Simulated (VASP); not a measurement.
# SnO2 (P4_2/mnm) in VASP: a series of runs, part 2 of 2

VASP 6.6.1. The steps go on from the part before.

### 3 Single point, r2SCAN

This run uses another cell than the first one, of 12.09 Å³/atom.

POSCAR

```
SnO2
1.0
    4.7600701574      0.0000000000      0.0000000000
    0.0000000000      4.7600701574      0.0000000000
    0.0000000000      0.0000000000      3.2007026806
Sn O
2 4
Direct
    0.0000000000      0.0000000000      0.0000000000
    0.5000000000      0.5000000000      0.5000000000
    0.3059188898      0.3059188898      0.0000000000
    0.1940811102      0.8059188898      0.5000000000
    0.6940811102      0.6940811102      0.0000000000
    0.8059188898      0.1940811102      0.5000000000
```

INCAR.step1

```
SYSTEM = SnO2
PREC = Accurate ; ENCUT = 520
ISMEAR = 1 ; SIGMA = 0.0802
LREAL = .FALSE. ; LASPH = .TRUE.
NELM = 60 ; NBANDS = 35
GGA = PE ; ALGO = Normal
EDIFF = 1E-4 ; LWAVE = .TRUE.
LCHARG = .FALSE.
```

INCAR.step2

```
SYSTEM = SnO2
PREC = Accurate ; ENCUT = 520
EDIFF = 1E-6 ; ISMEAR = 1
SIGMA = 0.0802 ; LREAL = .FALSE.
LASPH = .TRUE. ; NELM = 60
ALGO = Normal ; ISIF = 2
LWAVE = .FALSE. ; LCHARG = .FALSE.
METAGGA = R2SCAN ; LMIXTAU = .TRUE.
NBANDS = 35 ; ISTART = 1
```

KPOINTS

```
regular mesh
0
G
  6 6 8
  0 0 0
```

Potentials or basis: VASP PAW PBE potentials, release 64 (Sn_d, O).

On the command line:

```sh
$ cat potpaw_PBE.64/Sn_d/POTCAR potpaw_PBE.64/O/POTCAR > POTCAR
$ cp INCAR.step1 INCAR
$ mpirun -np 1 vasp_std > vasp.out
$ cp INCAR.step2 INCAR
$ mpirun -np 1 vasp_std > vasp.out
```

OUTCAR:

```text
SYSTEM = SnO2
   PREC = Accurate
   ENCUT = 520
   EDIFF = 1E-6
   ISMEAR = 1
   LREAL = .FALSE.
   LASPH = .TRUE.
   NELM = 60
   ISIF = 2
   METAGGA = R2SCAN
   ISTART = 1

 ion  position               nearest neighbor table
   1  0.000  0.000  0.000-   3 2.06   5 2.06   4 2.07   6 2.07   4 2.07   6 2.07   2 3.73   2 3.73
                             2 3.73   2 3.73   2 3.73   2 3.73   2 3.73   2 3.73
   2  0.500  0.500  0.500-   4 2.06   6 2.06   5 2.07   3 2.07   3 2.07   5 2.07   1 3.73   1 3.73
                             1 3.73   1 3.73   1 3.73   1 3.73   1 3.73   1 3.73
   3  0.306  0.306  0.000-   1 2.06   2 2.07   2 2.07
   4  0.194  0.806  0.500-   2 2.06   1 2.07   1 2.07
   5  0.694  0.694  0.000-   1 2.06   2 2.07   2 2.07
   6  0.806  0.194  0.500-   2 2.06   1 2.07   1 2.07

  LATTYP: Found a simple tetragonal cell.
 ALAT       =     4.7600701574
 C/A-ratio  =     0.6724066190

  Lattice vectors:

 A1 = (   4.7600701574,   0.0000000000,   0.0000000000)
 A2 = (   0.0000000000,   4.7600701574,   0.0000000000)
 A3 = (   0.0000000000,   0.0000000000,   3.2007026806)

Analysis of symmetry for initial positions (statically):
[... 187 lines left out ...]
 cond. band min:       7.3510833045   @ k =   0.0000   0.0000   0.0000
 fundamental gap:      1.7940557982
 Fermi energy:         5.6219486777

 k-point     1 :       0.0000    0.0000    0.0000
  band No.  band energies     occupation
      1     -16.1801      2.00000
      2     -15.2672      2.00000
      3     -14.9669      2.00000
      4     -14.9669      2.00000
      5     -14.9444      2.00000
      6     -14.9056      2.00000
[... 901 lines left out ...]
     34      18.8064      0.00000
     35      19.0985      0.00000

 [... further k-points ...]

------------------------ aborting loop because EDIFF is reached ----------------------------------------

  FORCE on cell =-STRESS in cart. coord.  units (eV):
  Direction    XX          YY          ZZ          XY          YZ          ZX
  --------------------------------------------------------------------------------------
  -------------------------------------------------------------------------------------
  Total        0.4142141      0.4142141      0.6499197      0.0000000      0.0000000      0.0000000
  in kB        9.1508923      9.1508923     14.3581423      0.0000000      0.0000000      0.0000000
  external PRESSURE =      10.8866423 kB  Pullay stress =       0.0000000 kB

 VOLUME and BASIS-vectors are now :
 -----------------------------------------------------------------------------
  energy-cutoff  :      520.00
  volume of cell :       72.52
      direct lattice vectors                 reciprocal lattice vectors
     4.760070157  0.000000000  0.000000000     0.210080937  0.000000000  0.000000000
     0.000000000  4.760070157  0.000000000     0.000000000  0.210080937  0.000000000
     0.000000000  0.000000000  3.200702681     0.000000000  0.000000000  0.312431394

 POSITION                                       TOTAL-FORCE (eV/Angst)
 -----------------------------------------------------------------------------------
      0.00000      0.00000      0.00000         0.000000      0.000000     -0.000000
      2.38004      2.38004      1.60035         0.000000      0.000000     -0.000000
      1.45620      1.45620      0.00000        -0.020674     -0.020674      0.000000
      0.92384      3.83623      1.60035         0.020674     -0.020674     -0.000000
      3.30387      3.30387      0.00000         0.020674      0.020674     -0.000000
      3.83623      0.92384      1.60035        -0.020674      0.020674     -0.000000
 -----------------------------------------------------------------------------------
    total drift:                               -0.000000      0.000000      0.000000

  FREE ENERGIE OF THE ION-ELECTRON SYSTEM (eV)
  ---------------------------------------------------
  free  energy   TOTEN  =       -84.6295471620 eV

  energy  without entropy=      -84.6295711735  energy(sigma->0) =      -84.62955517
```

OSZICAR.step1:

```text
N       E                     dE             d eps       ncg     rms          rms(c)
DAV:   1     0.641115548623E+03    0.64112E+03   -0.25804E+04  3874   0.233E+03
DAV:   2     0.570476418939E+02   -0.58407E+03   -0.55113E+03  3804   0.610E+02
DAV:   3    -0.383360664197E+02   -0.95384E+02   -0.93329E+02  3793   0.207E+02
DAV:   4    -0.433165806894E+02   -0.49805E+01   -0.49393E+01  4429   0.507E+01
DAV:   5    -0.434450770461E+02   -0.12850E+00   -0.12830E+00  4325   0.863E+00    0.160E+01
DAV:   6    -0.371393843785E+02    0.63057E+01   -0.17545E+01  5498   0.640E+01    0.620E+00
DAV:   7    -0.372568094656E+02   -0.11743E+00   -0.20604E+00  4092   0.794E+00    0.322E+00
DAV:   8    -0.372348665519E+02    0.21943E-01   -0.16947E-01  5101   0.416E+00    0.750E-01
DAV:   9    -0.372276378203E+02    0.72287E-02   -0.35185E-02  5735   0.299E+00    0.131E-01
DAV:  10    -0.372283129886E+02   -0.67517E-03   -0.38928E-03  4425   0.488E-01    0.541E-02
DAV:  11    -0.372284268050E+02   -0.11382E-03   -0.17455E-04  3519   0.103E-01    0.136E-02
DAV:  12    -0.372284277088E+02   -0.90379E-06   -0.22229E-05  2220   0.426E-02
   1 F= -.37228428E+02 E0= -.37228436E+02  d E =0.240728E-04
```

Run time: 3.3 min. Hardware: 1 thread of Intel Xeon Platinum 8488C (Sapphire Rapids), shared host; peak memory 0.24 GiB.

What came out:

```
Free energy            : -84.6295 eV
Pressure               : 1.1 GPa
Largest force          : 0.029 eV/Å
Band gap on the k mesh : 1.79 eV
```

Forces in eV/Å, atoms in the order of the input:
```
Sn   0.000  0.000  0.000
Sn   0.000  0.000  0.000
O   -0.021 -0.021  0.000
O    0.021 -0.021  0.000
O    0.021  0.021  0.000
O   -0.021  0.021  0.000
```

Stress tensor (GPa, compression positive):
```
0.92 0.00 0.00
0.00 0.92 0.00
0.00 0.00 1.44
```

Caveat: the PAW data sets were made with another functional, which shifts forces and pressure a little; spin-orbit coupling is left out, which moves the levels of the heavy elements.
